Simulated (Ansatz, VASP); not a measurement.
**Al: VASP beside Ansatz**

```xyz
1
Lattice="-1.6708 1.6708 1.6708 1.6708 -1.6708 1.6708 1.6708 1.6708 -1.6708" Properties=species:S:1:pos:R:3 pbc="T T T"
Al    0.0000    0.0000    0.0000
```

Alike in both runs: task single point; functional RPBE; k mesh 15 × 15 × 15; occupations fermi-dirac, width 0.1 eV; no spin polarisation.

|  | VASP | Ansatz |
| --- | --- | --- |
| version | VASP 6.6.1 | Ansatz 0.2.0 |
| potentials or method | VASP PAW PBE potentials, release 64 (Al), cutoff 520 eV | plane waves (420 eV) with PAW, scalar-relativistic |
| valence electrons in the cell | 3 | 3 |

Ansatz gave:

* pressure (GPa): -4.4

Q: Estimate VASP's values.

A: Pressure (GPa): -4.5.

VASP's potentials were made for PBE, not for RPBE. The functional is the same, so the differences come from potentials, cutoffs and numerics.
